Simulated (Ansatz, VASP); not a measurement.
This is a calculation of CoO for VASP 6.6.1.

File INCAR:

```
SYSTEM = CoO
ALGO = Normal
EDIFF = 1E-6
ENCUT = 520
GGA = PE
ISIF = 2
ISMEAR = -1
ISPIN = 2
LASPH = .TRUE.
LCHARG = .TRUE.
LELF = .TRUE.
LMAXMIX = 4
LORBIT = 11
LREAL = .FALSE.
LVHAR = .TRUE.
LWAVE = .FALSE.
MAGMOM = 1.71 0
NBANDS = 18
NELM = 150
PREC = Accurate
SIGMA = 0.05
```

KPOINTS

```
k-points
0
G
  11 11 11
  0 0 0
```

The input POSCAR:

```
CoO
1.0
    1.5054695445      0.8691832468      2.4399269062
   -1.5054695445      0.8691832468      2.4399269062
    0.0000000000     -1.7383664936      2.4399269062
Co O
1 1
Direct
    0.0000000000      0.0000000000      0.0000000000
    0.5000000000      0.5000000000      0.5000000000
```

Potentials or basis: VASP PAW PBE potentials, release 64 (Co, O).

Run with:

```sh
$ cat potpaw_PBE.64/Co/POTCAR potpaw_PBE.64/O/POTCAR > POTCAR
$ mpirun -np 1 vasp_std > vasp.out
```

Problem. Translate it to Ansatz 0.2.0. Potentials there: Ansatz PAW.

Solution. As run (the cutoff follows the program's own potentials):

Contents of input.yaml:

```yaml
crystal:
  lattice:
    - [1.5054695445, 0.8691832468, 2.4399269062]
    - [-1.5054695445, 0.8691832468, 2.4399269062]
    - [0.0, -1.7383664936, 2.4399269062]
  atoms:
    - { symbol: Co, position: [0.0, 0.0, 0.0], spin: 1.71 }
    - { symbol: O, position: [0.5, 0.5, 0.5] }
hamiltonian:
  xc: pbe
  pseudopotentials: { kind: paw }
magnetization:
  spin_polarized: true
kpoints:
  mp_grid: { grid: [11, 11, 11] }
scf:
  occupations: { method: fermi_dirac, width: 0.05 }
output:
  forces: true
  stress: true
  eigenvalues: true
```

Potentials or basis: Ansatz PAW.

Launch:

```bash
$ ansatz run input.yaml --threads 2 --pin off --max-ram 5632MiB --backend cpu --events-out ev --progress --plain --runs-dir out
```

Both were run:

|  | VASP | Ansatz | Ansatz less VASP |
| --- | --- | --- | --- |
| gap on the k mesh at the Fermi level (eV) | none | none | - |
| pressure (GPa) | -0.6 | 0.0 | +0.52 |
| traceless stress, the component that is largest in VASP (GPa) | -0.27 | -0.30 | -0.030 |
| net moment per atom (μB) | 1.44 | 1.45 | +0.015 |
| size of the moment on the site where the two differ most (μB) | 2.54 | 2.47 | -0.061 |

Site moments also hang on the region over which each program counts them. A gap of «none» marks a metal or a gap that the smearing closes. VASP's potentials hold 15 valence electrons a cell and Ansatz's 23, so a difference there can come from the potentials and not from the codes.
